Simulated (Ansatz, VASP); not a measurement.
## CuNi2 in VASP and in Ansatz

```
Cu Ni
1.0
     0.00000    3.27714    3.27714
     3.27714    0.00000    3.27714
     3.27714    3.27714    0.00000
Cu Ni
2 4
Cartesian
  3.2771 3.2771 3.2771
  4.9157 4.9157 4.9157
  0.8193 0.8193 0.8193
  0.8193 2.4579 2.4579
  2.4579 2.4579 0.8193
  2.4579 0.8193 2.4579
```

Alike in both runs: task relaxation of cell and atoms; functional PBE; k mesh 10 × 10 × 10; occupations gaussian, width 0.1 eV; no spin polarisation.

|  | VASP | Ansatz |
| --- | --- | --- |
| version | VASP 6.6.1 | Ansatz 0.2.0 |
| potentials or method | VASP PAW PBE potentials, release 64 (Cu, Ni), cutoff 600 eV | scalar-relativistic, plane waves, PAW |
| valence electrons in the cell | 62 | 110 |

```csv
,VASP,Ansatz,Ansatz less VASP
"gap on the k mesh at the Fermi level, each at its own relaxed structure (eV)",none,none,-
relaxed volume (Å³/atom),11.75,11.75,-0.005
relaxed length of the cell vector where the two differ most in proportion (Å),4.637,4.637,-0.0007
```

A gap of «none» marks a metal or a gap that the smearing closes. VASP's potentials hold 62 valence electrons a cell and Ansatz's 110, so a difference there can come from the potentials and not from the codes.
